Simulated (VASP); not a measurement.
# MgH2 in VASP: a series of runs

Runs on MgH2. Level: PBE. Tasks: single point, relaxation of cell and atoms.

Everything below comes from runs of VASP 6.6.1. Logs are shortened: lines on timing, memory, paths and dates and some standing lists are left out, and cuts for length are marked.

## 1. The cell of the first run

It takes space group P4_2/mnm (No. 136, tetragonal). The conventional cell has a = 4.517 Å, b = 4.517 Å, c = 3.012 Å, α = 90.00°, β = 90.00°, γ = 90.00°. Within 2.6 Å of Mg (site symmetry mmm) lie 6 H at 1.94 to 1.96 Å. Within 2.6 Å of H (site symmetry m2m) lie 3 Mg at 1.94 to 1.96 Å and 1 H at 2.50 Å.

## 2. Single point, PBE

Input file INCAR:

```
SYSTEM = MgH2
  ALGO = Normal
  EDIFF = 1E-6
  ENCUT = 520
  GGA = PE
  ISIF = 2
  ISMEAR = 0
  LASPH = .True.
  LCHARG = .True.
  LELF = .True.
  LREAL = .False.
  LVHAR = .True.
  LWAVE = .False.
  NBANDS = 13
  NELM = 100
  PREC = Accurate
  SIGMA = 0.1
```

Input file KPOINTS:

```
k-points
0
Gamma
  6 4 4
  0 0 0
```

Input file POSCAR:

```
MgH2
1.0
    0.0000000000      0.0000000000      3.0124709468
    4.5173118301      0.0000000000      0.0000000000
    0.0000000000      4.5173118301      0.0000000000
Mg H
2 4
Direct
    0.0000000000      0.0000000000      0.0000000000
    0.5000000000      0.5000000000      0.5000000000
    0.0000000000      0.3042160132      0.3042160132
    0.0000000000      0.6957839868      0.6957839868
    0.5000000000      0.8042160132      0.1957839868
    0.5000000000      0.1957839868      0.8042160132
```

Potentials or basis: VASP PAW PBE potentials, release 64 (Mg, H).

Command:

```
> cat potpaw_PBE.64/Mg/POTCAR potpaw_PBE.64/H/POTCAR > POTCAR
> mpirun -np 1 vasp_std > vasp.out
```

OUTCAR:

```text
SYSTEM = MgH2
   EDIFF = 1E-6
   ENCUT = 520
   GGA = PE
   ISIF = 2
   ISMEAR = 0
   LASPH = .True.
   LREAL = .False.
   NELM = 100
   PREC = Accurate

 ion  position               nearest neighbor table
   1  0.000  0.000  0.000-   3 1.94   4 1.94   5 1.96   6 1.96   5 1.96   6 1.96   2 3.53   2 3.53
                             2 3.53   2 3.53   2 3.53   2 3.53   2 3.53   2 3.53
   2  0.500  0.500  0.500-   5 1.94   6 1.94   3 1.96   4 1.96   3 1.96   4 1.96   1 3.53   1 3.53
                             1 3.53   1 3.53   1 3.53   1 3.53   1 3.53   1 3.53
   3  0.000  0.304  0.304-   1 1.94   2 1.96   2 1.96
   4  0.000  0.696  0.696-   1 1.94   2 1.96   2 1.96
   5  0.500  0.804  0.196-   2 1.94   1 1.96   1 1.96
   6  0.500  0.196  0.804-   2 1.94   1 1.96   1 1.96

  LATTYP: Found a simple tetragonal cell.
 ALAT       =     4.5173118301
 C/A-ratio  =     0.6668724808

  Lattice vectors:

 A1 = (   4.5173118301,   0.0000000000,   0.0000000000)
 A2 = (   0.0000000000,   4.5173118301,   0.0000000000)
 A3 = (   0.0000000000,   0.0000000000,   3.0124709468)

Analysis of symmetry for initial positions (statically):
=====================================================================
 Subroutine PRICEL returns:
 Original cell was already a primitive cell.

 Routine SETGRP: Setting up the symmetry group for a
 simple tetragonal supercell.

 Subroutine GETGRP returns: Found 16 space group operations
 (whereof  8 operations were pure point group operations)
 out of a pool of 16 trial point group operations.

The static configuration has the point symmetry D_2h.
 The point group associated with its full space group is D_4h.

Analysis of symmetry for dynamics (positions and initial velocities):
=====================================================================
 Subroutine PRICEL returns:
 Original cell was already a primitive cell.

 Routine SETGRP: Setting up the symmetry group for a
 simple tetragonal supercell.

 Subroutine GETGRP returns: Found 16 space group operations
 (whereof  8 operations were pure point group operations)
 out of a pool of 16 trial point group operations.

The dynamic configuration has the point symmetry D_2h.
 The point group associated with its full space group is D_4h.

 Subroutine INISYM returns: Found 16 space group operations
 (whereof  8 operations are pure point group operations),
 and found     1 'primitive' translations

----------------------------------------------------------------------------------------

                                     Primitive cell

  volume of cell :      61.4728

  direct lattice vectors                    reciprocal lattice vectors
     0.000000000  0.000000000  3.012470947     0.000000000  0.000000000  0.331953409
     4.517311830  0.000000000  0.000000000     0.221370593  0.000000000  0.000000000
     0.000000000  4.517311830  0.000000000     0.000000000  0.221370593  0.000000000

  length of vectors
     3.012470947  4.517311830  4.517311830     0.331953409  0.221370593  0.221370593

  position of ions in fractional coordinates (direct lattice)
     0.000000000  0.000000000  0.000000000
     0.500000000  0.500000000  0.500000000
     0.000000000  0.304216013  0.304216013
     0.000000000  0.695783987  0.695783987
     0.500000000  0.804216013  0.195783987
     0.500000000  0.195783987  0.804216013

  ion indices of the primitive-cell ions
   primitive index   ion index
                 1           1
                 2           2
                 3           3
                 4           4
                 5           5
                 6           6

----------------------------------------------------------------------------------------

 KPOINTS: k-points

Automatic generation of k-mesh.
 Grid dimensions read from file:
 generate k-points for:    6    4    4

 Generating k-lattice:

  Cartesian coordinates                     Fractional coordinates (reciprocal lattice)
     0.000000000  0.000000000  0.055325568     0.166666667  0.000000000  0.000000000
     0.055342648  0.000000000  0.000000000     0.000000000  0.250000000  0.000000000
     0.000000000  0.055342648  0.000000000     0.000000000  0.000000000  0.250000000

  Length of vectors
     0.055325568  0.055342648  0.055342648

  Shift w.r.t. Gamma in fractional coordinates (k-lattice)
     0.000000000  0.000000000  0.000000000

 Subroutine IBZKPT returns following result:
 ===========================================

 Found     24 irreducible k-points:

 Following reciprocal coordinates:
            Coordinates               Weight
  0.000000  0.000000  0.000000      1.000000
  0.166667  0.000000  0.000000      2.000000
  0.333333  0.000000  0.000000      2.000000
  0.500000  0.000000  0.000000      1.000000
  0.000000  0.250000  0.000000      4.000000
  0.166667  0.250000  0.000000      8.000000
[... 16 lines left out ...]
  0.333333  0.500000  0.500000      2.000000
  0.500000  0.500000  0.500000      1.000000
   k-points           NKPTS =     24   k-points in BZ     NKDIM =     24   number of bands    NBANDS=     13
   number of dos      NEDOS =    301   number of ions     NIONS =      6
   total plane-waves  NPLWV =  31104
   dimension x,y,z NGX =    24 NGY =   36 NGZ =   36
   dimension x,y,z NGXF=    48 NGYF=   72 NGZF=   72
   ions per type =               2   4
   NGX,Y,Z   is equivalent  to a cutoff of  13.24, 13.25, 13.25 a.u.
   NGXF,Y,Z  is equivalent  to a cutoff of  26.49, 26.50, 26.50 a.u.
 SYSTEM =  MgH2
   PREC   = accura    normal or accurate (medium, high low for compatibility)
   ISTART =      0    job   : 0-new  1-cont  2-samecut
   ICHARG =      2    charge: 1-file 2-atom 10-const
   ISPIN  =      1    spin polarized calculation?
   LNONCOLLINEAR =      F non collinear calculations
   LSORBIT =      F    spin-orbit coupling
   LASPH  =      T    aspherical Exc in radial PAW
   ENCUT  =  520.0 eV  38.22 Ry    6.18 a.u.   5.60  8.40  8.40*2*pi/ulx,y,z
   NELM   =    100;   NELMIN=  2; NELMDL= -5     # of ELM steps
   EDIFF  = 0.1E-05   stopping-criterion for ELM
   LREAL  =      F    real-space projection
   EDIFFG = 0.1E-04   stopping-criterion for IOM
   NSW    =      0    number of steps for IOM
   IBRION =     -1    ionic relax: 0-MD 1-quasi-New 2-CG
   NFREE  =      0    steps in history (QN), initial steepest desc. (CG)
   ISIF   =      2    stress and relaxation
   ISYM   =      2    0-nonsym 1-usesym 2-fastsym
   POTIM  = 0.5000    time-step for ionic-motion
   TEBEG  =    0.0;   TEEND  =   0.0 temperature during run
   PSTRESS=    0.0 pullay stress
   NELECT =       8.0000    total number of electrons
   NUPDOWN=      -1.0000    fix difference up-down
   EMIN   =  10.00;   EMAX   =-10.00  energy-range for DOS
   EFERMI =   0.00;   METHOD = LEGACY
   ISMEAR =     0;   SIGMA  =   0.10  broadening in eV -4-tet -1-fermi 0-gaus
   EFERMI_NEDOS =   21; number of points for ismear=-14 and -15
   IALGO  =     38    algorithm
   IMIX   =      4    mixing-type and parameters
     AMIX     =   0.40;   BMIX     =  1.00
     AMIX_MAG =   1.60;   BMIX_MAG =  1.00
  volume/ion in A,a.u.               =      10.25        69.14
  Fermi-wavevector in a.u.,A,eV,Ry     =   0.829616  1.567747  9.364384  0.688263
  Thomas-Fermi vector in A             =   1.942193
   LORBIT       =      0    0 simple, 1 ext, 2 COOP (PROOUT), +10 PAW based schemes
   GGA     = PE    functional components
   LHFCALC =     F    Hartree Fock is set to
   AEXX    =    0.0000 exact exchange contribution
   IVDW    =     0    specifies the selected vdW correction
   LEPSILON=     F    determine dielectric tensor
   LRPA    =     F    only Hartree local field effects (RPA)
 non-spin polarized calculation
 Gauss-broadening in eV      SIGMA  =   0.10
  energy-cutoff  :      520.00
  volume of cell :       61.47
 maximum number of plane-waves:      1679
 NGX is ok and might be reduce to    24
   NGX = 11   NGY = 17   NGZ = 17

 number of electron       8.0000003 magnetization

 Free energy of the ion-electron system (eV)
  ---------------------------------------------------
  ext. energy  EPLUGINS =         0.00000000
  ---------------------------------------------------
  free energy    TOTEN  =       -17.65272021 eV

  energy without entropy =      -17.65272021  energy(sigma->0) =      -17.65272021

 E-fermi :  -0.2115     XC(G=0):  -8.3949

 val. band max:       -0.6443466664   @ k =   0.0000   0.2500   0.0000
 cond. band min:       3.2391997859   @ k =   0.5000   0.5000   0.5000
 fundamental gap:      3.8835464523
 Fermi energy:        -0.2115351152

 k-point     1 :       0.0000    0.0000    0.0000
  band No.  band energies     occupation
      1      -7.0293      2.00000
      2      -2.0654      2.00000
      3      -2.0654      2.00000
      4      -1.0467      2.00000
      5       4.1284      0.00000
      6       4.3867      0.00000
      7       8.5287      0.00000
      8       8.5287      0.00000
      9      10.3669      0.00000
     10      10.6912      0.00000
     11      11.6163      0.00000
     12      14.4395      0.00000
     13      14.4395      0.00000

 k-point     2 :       0.1667    0.0000    0.0000
  band No.  band energies     occupation
      1      -6.6149      2.00000
      2      -1.7933      2.00000
      3      -1.7933      2.00000
      4      -1.0696      2.00000
      5       4.5189      0.00000
      6       4.5870      0.00000
      7       7.5926      0.00000
      8       8.7245      0.00000
      9       8.7245      0.00000
     10       9.9205      0.00000
     11      11.0364      0.00000
[... 339 lines left out ...]
 k-point    24 :       0.5000    0.5000    0.5000
  band No.  band energies     occupation
      1      -2.4837      2.00000
      2      -2.4837      2.00000
      3      -1.5456      2.00000
      4      -1.5456      2.00000
      5       3.2392      0.00000
      6       3.2392      0.00000
      7       3.5809      0.00000
      8       3.5809      0.00000
      9      12.3915      0.00000
     10      12.3915      0.00000
     11      13.5560      0.00000
     12      13.5560      0.00000
     13      15.5376      0.00000

------------------------ aborting loop because EDIFF is reached ----------------------------------------

  FORCE on cell =-STRESS in cart. coord.  units (eV):
  Direction    XX          YY          ZZ          XY          YZ          ZX
  --------------------------------------------------------------------------------------
  -------------------------------------------------------------------------------------
  Total       -0.0960490     -0.0960490     -0.1267673      0.0000000      0.0000000      0.0000000
  in kB       -2.5033426     -2.5033426     -3.3039605      0.0000000      0.0000000      0.0000000
  external PRESSURE =      -2.7702153 kB  Pullay stress =       0.0000000 kB

 VOLUME and BASIS-vectors are now :
 -----------------------------------------------------------------------------
  energy-cutoff  :      520.00
  volume of cell :       61.47
      direct lattice vectors                 reciprocal lattice vectors
     0.000000000  0.000000000  3.012470947     0.000000000  0.000000000  0.331953409
     4.517311830  0.000000000  0.000000000     0.221370593  0.000000000  0.000000000
     0.000000000  4.517311830  0.000000000     0.000000000  0.221370593  0.000000000

 POSITION                                       TOTAL-FORCE (eV/Angst)
 -----------------------------------------------------------------------------------
      0.00000      0.00000      0.00000         0.000000     -0.000000      0.000000
      2.25866      2.25866      1.50624         0.000000     -0.000000      0.000000
      1.37424      1.37424      0.00000         0.005185      0.005185      0.000000
      3.14307      3.14307      0.00000        -0.005185     -0.005185      0.000000
      3.63289      0.88442      1.50624         0.005185     -0.005185      0.000000
      0.88442      3.63289      1.50624        -0.005185      0.005185     -0.000000
 -----------------------------------------------------------------------------------
    total drift:                                0.000000      0.000000      0.000000

  FREE ENERGIE OF THE ION-ELECTRON SYSTEM (eV)
  ---------------------------------------------------
  free  energy   TOTEN  =       -17.6527202059 eV

  energy  without entropy=      -17.6527202059  energy(sigma->0) =      -17.65272021
```

Run time: 9.4 s. Hardware: 1 thread of Intel Xeon 6975P-C (Granite Rapids), shared host; peak memory 0.18 GiB.

What came out:

```yaml
Free_energy: -17.6527 eV
Pressure: -0.3 GPa
Largest_force: 0.007 eV/Å
Band_gap_on_the_k_mesh: 3.88 eV, indirect (least direct gap 4.70 eV)
```

Forces on the atoms (eV/Å):
```
Mg   0.000  0.000  0.000
Mg   0.000  0.000  0.000
H    0.005  0.005  0.000
H   -0.005 -0.005  0.000
H    0.005 -0.005  0.000
H   -0.005  0.005  0.000
```

## 3. Single point, PBE

Input file INCAR:

```
PREC = Accurate
ENCUT = 520
EDIFF = 1E-6
ISMEAR = 0
SIGMA = 0.02
LREAL = False
LASPH = True
NELM = 80
ALGO = Normal
ISIF = 2
LWAVE = False
LCHARG = False
GGA = PE
NBANDS = 13
```

Input file KPOINTS:

```
regular mesh
0
Gamma
  6 6 8
```

Input file POSCAR:

```
MgH2
1.0
    4.5173118301      0.0000000000      0.0000000000
    0.0000000000      4.5173118301      0.0000000000
    0.0000000000      0.0000000000      3.0124709468
Mg H
2 4
Direct
    0.0000000000      0.0000000000      0.0000000000
    0.5000000000      0.5000000000      0.5000000000
    0.3042160132      0.3042160132      0.0000000000
    0.6957839868      0.6957839868      0.0000000000
    0.8042160132      0.1957839868      0.5000000000
    0.1957839868      0.8042160132      0.5000000000
```

Potentials or basis: VASP PAW PBE potentials, release 64 (Mg, H).

Command:

```
> cat potpaw_PBE.64/Mg/POTCAR potpaw_PBE.64/H/POTCAR > POTCAR
> mpirun -np 1 vasp_std > vasp.out
```

Wall time 16 s (1 thread of Intel Xeon 6975P-C (Granite Rapids), shared host); peak memory 0.19 GiB.

Results (log left out):

```yaml
Free_energy: -17.6534 eV
Pressure: -0.3 GPa
Largest_force: 0.007 eV/Å
Band_gap_on_the_k_mesh: 3.80 eV, indirect (least direct gap 4.55 eV)
```

Forces on the atoms (eV/Å):
```
Mg   0.000  0.000  0.000
Mg   0.000  0.000  0.000
H    0.005  0.005  0.000
H   -0.005 -0.005  0.000
H    0.005 -0.005  0.000
H   -0.005  0.005  0.000
```

Levels at points of the mesh, in eV from the valence-band top:
```csv
k point,band 1,band 2,band 3,band 4,band 5,band 6,band 7,band 8
"(0.00, 0.00, 0.00)",-6.42,-1.45,-1.45,-0.43,4.74,5.00,9.14,9.14
"(0.50, 0.00, 0.00)",-4.81,-4.81,-0.51,-0.51,5.33,5.33,10.06,10.06
"(0.50, 0.50, 0.00)",-3.74,-3.74,-2.72,-2.72,9.02,9.02,9.18,9.18
"(0.00, 0.00, 0.50)",-3.00,-3.00,-0.08,-0.08,6.30,6.30,6.81,6.81
"(0.50, 0.00, 0.50)",-2.25,-2.25,-1.07,-1.07,5.17,5.17,6.80,6.80
"(0.50, 0.50, 0.50)",-1.87,-1.87,-0.93,-0.93,3.85,3.85,4.19,4.19
```

(Continued in part 2 of 2.)
